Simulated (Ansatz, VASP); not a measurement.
# One calculation of BN, two programs

Contents of INCAR:

```
SYSTEM = BN
  PREC = Accurate
  ENCUT = 520
  EDIFF = 1E-7
  ISMEAR = 0
  SIGMA = 0.02
  LREAL = .False.
  LASPH = .True.
  NELM = 80
  ALGO = Normal
  ISIF = 2
  LWAVE = .False.
  LCHARG = .False.
  GGA = PS
  NBANDS = 11
```

Contents of KPOINTS:

```
regular mesh
0
Gamma
  12 12 12
  0 0 0
```

POSCAR

```
BN
1.0
    0.0000000000      1.7696884061      1.7696884061
    1.7696884061      0.0000000000      1.7696884061
    1.7696884061      1.7696884061      0.0000000000
B N
1 1
Direct
    0.0000000000      0.0000000000      0.0000000000
    0.7500000000      0.7500000000      0.7500000000
```

Input for Ansatz:

```yaml
crystal:
  lattice:
    - [0.0, 1.7696884061, 1.7696884061]
    - [1.7696884061, 0.0, 1.7696884061]
    - [1.7696884061, 1.7696884061, 0.0]
  atoms:
    - { symbol: B, position: [0.0, 0.0, 0.0] }
    - { symbol: "N", position: [0.75, 0.75, 0.75] }
basis:
  ecutwfc: 420
kpoints:
  mp_grid: { grid: [12, 12, 12] }
hamiltonian:
  xc: pbesol
scf:
  occupations: { method: gaussian, width: 0.02 }
output:
  forces: true
  stress: true
  eigenvalues: true
  populations: true
```

Alike in both runs: task single point; functional PBEsol; k mesh 12 × 12 × 12; occupations gaussian, width 0.02 eV; no spin polarisation.

```csv
,VASP,Ansatz
version,VASP 6.6.1,Ansatz 0.2.0
potentials or method,"VASP PAW PBE potentials, release 64 (B, N), cutoff 520 eV","scalar-relativistic, plane waves, PAW"
valence electrons in the cell,8,8
```

```tsv
	VASP	Ansatz	Ansatz less VASP
gap on the k mesh at the Fermi level (eV)	4.34	4.35	+0.010
least direct gap on the mesh (eV)	9.06	9.07	+0.006
pressure (GPa)	24.6	23.7	-0.86
```

VASP's potentials were made for PBE, not for PBEsol.
